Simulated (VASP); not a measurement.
**CuO (Tenorite): single point with PBE**

The system is CuO (Tenorite).

```xyz
4
Lattice="2.3418 -1.7113 0.0000 2.3418 1.7113 0.0000 -0.8500 0.0000 5.0579" Properties=species:S:1:pos:R:3 pbc="T T T"
Cu    0.7459   -0.8557    2.5289
Cu    1.1709    0.8557    0.0000
O     1.7043    0.2793    3.7934
O     2.1293   -0.2793    1.2645
```

```
Program             : VASP 6.6.1
Task                : single point
Functional          : PBE
Potentials or basis : VASP PAW PBE potentials, release 64 (Cu, O)
Cutoff              : 600 eV
k mesh              : 10 × 10 × 5
Occupations         : gaussian, width 0.1 eV
Spin                : no spin polarisation
```

```yaml
Pressure: 6.3 GPa
Largest_force: 0.219 eV/Å
Band_gap_on_the_k_mesh: zero (band 17 reaches 5.99 eV, above the bottom of band 18 at 5.39 eV)
```

Forces on the atoms (eV/Å):
```
Cu   0.000  0.000  0.000
Cu   0.000  0.000  0.000
O    0.000 -0.219  0.000
O    0.000  0.219  0.000
```

Stress tensor (GPa, compression positive):
```
 6.20  0.00 -1.24
 0.00  7.17  0.00
-1.24  0.00  5.59
```

Levels at points of the mesh, in eV from the Fermi level:
```tsv
k point	band 14	band 15	band 16	band 17	band 18	band 19	band 20	band 21
(0.00, 0.00, 0.00)	-2.23	-2.17	-1.67	0.21	0.94	1.73	6.05	8.18
(0.50, 0.00, 0.00)	-1.61	-1.51	-1.42	0.01	0.26	4.89	6.33	6.97
(0.50, 0.50, 0.00)	-2.13	-1.67	-1.23	-0.66	1.07	3.37	7.12	8.53
```

Wall time 56 s on 1 thread of Intel(R) Xeon(R) 6975P-C (Granite Rapids), with other jobs on the host, peak memory 0.27 GiB.

Caveat: semilocal functionals often make such compounds metallic where correlation or magnetic order opens a gap, which also shifts bond lengths. With open d or f shells a metallic result of PBE can be an artefact of self-interaction; +U or a hybrid may open a gap.
